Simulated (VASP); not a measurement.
Write the native input for VASP 6.6.1 that does the following.

| Item | Value |
| --- | --- |
| Task | single point |
| Functional | PBE |
| Potentials or basis | VASP PAW PBE potentials, release 64 (Ca_sv, Al, O) |
| Cutoff | 520 eV |
| k mesh | 6 × 6 × 6 |
| Occupations | gaussian, width 0.1 eV |
| Spin | collinear spin, ferromagnetic start |
| Starting moments | [0.0, 0.0, 1.0] μB |
| Dipole correction | no |
| Further INCAR settings | ALGO = Normal; EDIFF = 1e-07; NBANDS = 20 |

The structure of CaAlO lies in POSCAR:

```
CaAlO
1.0
   -1.9134239442      2.4172164224      3.5896428102
    1.9134239442     -2.4172164224      3.5896428102
    1.9134239442      2.4172164224     -3.5896428102
Ca Al O
1 1 1
Direct
    0.0000000000      0.5000000000      0.5000000000
    0.5000000000      0.0000000000      0.5000000000
    0.5000000000      0.5000000000      0.0000000000
```

The cell was generated, and may not be a known phase.

These files were run (other wordings do the same):

INCAR

```
SYSTEM = CaAlO
  ALGO = Normal
  EDIFF = 1E-7
  ENCUT = 520
  GGA = PE
  ISIF = 2
  ISMEAR = 0
  ISPIN = 2
  LASPH = .TRUE.
  LCHARG = .TRUE.
  LELF = .TRUE.
  LORBIT = 11
  LREAL = .FALSE.
  LVHAR = .TRUE.
  LWAVE = .FALSE.
  MAGMOM = 0 0 1
  NBANDS = 20
  NELM = 150
  PREC = Accurate
  SIGMA = 0.1
```

KPOINTS

```
k-points
0
G
  6 6 6
  0 0 0
```

Potentials or basis: VASP PAW PBE potentials, release 64 (Ca_sv, Al, O).

Command:

```sh
$ cat potpaw_PBE.64/Ca_sv/POTCAR potpaw_PBE.64/Al/POTCAR potpaw_PBE.64/O/POTCAR > POTCAR
$ mpirun -np 1 vasp_std > vasp.out
```

Results of the run:

The pressure is 0.1 GPa, the net moment is 0.00 μB per cell and the valence electrons inside the program's atomic spheres are Ca 8.14; Al 0.74; O 5.02.

Wall time 48 s on 1 thread of Intel(R) Xeon(R) 6975P-C (Granite Rapids), on a shared host, peak memory 0.3 GiB.
